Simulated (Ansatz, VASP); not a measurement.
# One calculation of Mo, two programs

Contents of INCAR:

```
SYSTEM = Mo
  PREC = Accurate
  ENCUT = 520
  EDIFF = 1E-6
  ISMEAR = -1
  SIGMA = 0.05
  LREAL = .False.
  LASPH = .True.
  NELM = 80
  ALGO = Normal
  ISIF = 2
  LWAVE = .False.
  LCHARG = .False.
  NBANDS = 21
```

The input KPOINTS:

```
Automatic mesh
0
Gamma
  12 12 7
  0 0 0
```

File POSCAR:

```
Mo
1.0
    2.8252342238      0.0000000000      0.0000000000
   -1.4126171119      2.4467246095      0.0000000000
    0.0000000000      0.0000000000      4.5768794426
Mo
2
Direct
    0.2533333333      0.6266666667      0.1900000000
    0.7466666667      0.3733333333      0.8100000000
```

Input for Ansatz:

```yaml
crystal:
  lattice:
    - [2.8252342238, 0.0, 0.0]
    - [-1.4126171119, 2.4467246095, 0.0]
    - [0.0, 0.0, 4.5768794426]
  atoms:
    - { symbol: Mo, position: [0.2533333333, 0.6266666667, 0.19] }
    - { symbol: Mo, position: [0.7466666667, 0.3733333333, 0.81] }
kpoints:
  mp_grid: { grid: [12, 12, 7] }
scf:
  occupations: { method: fermi_dirac, width: 0.05 }
hamiltonian:
  xc: lda
  pseudopotentials: { kind: paw }
output:
  forces: true
  stress: true
  eigenvalues: true
  populations: true
```

Change from the starting cell: shortest bond scaled by 0.76, PAW files.

Alike in both runs: task single point; functional LDA; k mesh 12 × 12 × 7; occupations fermi-dirac, width 0.05 eV; no spin polarisation.

|  | VASP | Ansatz |
| --- | --- | --- |
| version | VASP 6.6.1 | Ansatz 0.2.0 |
| potentials or method | VASP PAW LDA potentials, release 64 (Mo_sv) | PAW with Ansatz's default frozen-core files, scalar-relativistic |
| plane-wave cutoff (eV) | 520 | 420 |
| valence electrons in the cell | 28 | 28 |

Ansatz gave:

```
pressure (GPa)                                                : 26.6
traceless stress, the component that is largest in VASP (GPa) : 7.80
rms of the force components (eV/Å)                            : 3.167
```

Q: Estimate VASP's values.

A: Pressure (GPa): 29.3; traceless stress, the component that is largest in VASP (GPa): 9.54; rms of the force components (eV/Å): 3.443.

LDA's correlation is that of Perdew and Zunger in VASP and of Perdew and Wang (1992) in Ansatz. Atom by atom the forces differ by 0.279 eV/Å (rms over components).
